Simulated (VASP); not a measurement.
Set up this calculation in VASP 6.6.1, as the native input.

* Task: single point
* Functional: BLYP
* Potentials or basis: VASP PAW PBE potentials, release 64 (Rh_pv)
* Cutoff: 520 eV
* k mesh: 14 × 14 × 14
* Occupations: fermi-dirac, width 0.1 eV
* Spin: no spin polarisation
* Dipole correction: no
* Further INCAR settings: ALGO = Normal; EDIFF = 1e-06; NBANDS = 14

The structure of Rh lies in POSCAR:

```
Rh
1.0
    2.5842437664      0.0000000000      0.0000000000
    0.0000000000      2.5842437664      0.0000000000
    0.0000000000      0.0000000000      2.5842437664
Rh
1
Direct
    0.0000000000      0.0000000000      0.0000000000
```

These files were run (other wordings do the same):

INCAR

```
SYSTEM = Rh
AGGAC = 1.0 ; AGGAX = 1.0
ALDAC = 0.0 ; ALDAX = 1.0
ALGO = Normal ; EDIFF = 1E-6
ENCUT = 520 ; GGA = B5
ISIF = 2 ; ISMEAR = -1
LASPH = .TRUE. ; LCHARG = .FALSE.
LREAL = .FALSE. ; LWAVE = .FALSE.
NBANDS = 14 ; NELM = 60
PREC = Accurate ; SIGMA = 0.1
```

KPOINTS

```
k-points
0
G
  14 14 14
  0 0 0
```

Potentials or basis: VASP PAW PBE potentials, release 64 (Rh_pv).

Launch:

```sh
$ cat potpaw_PBE.64/Rh_pv/POTCAR > POTCAR
$ mpirun -np 1 vasp_std > vasp.out
```

It gave:

```yaml
Pressure: 0.2 GPa
```

Caveat: the PAW data sets were made with another functional, which shifts forces and pressure a little.

It took 9.9 s on 1 thread of Intel(R) Xeon(R) 6975P-C (Granite Rapids), with other jobs on the host, peak memory 0.14 GiB.
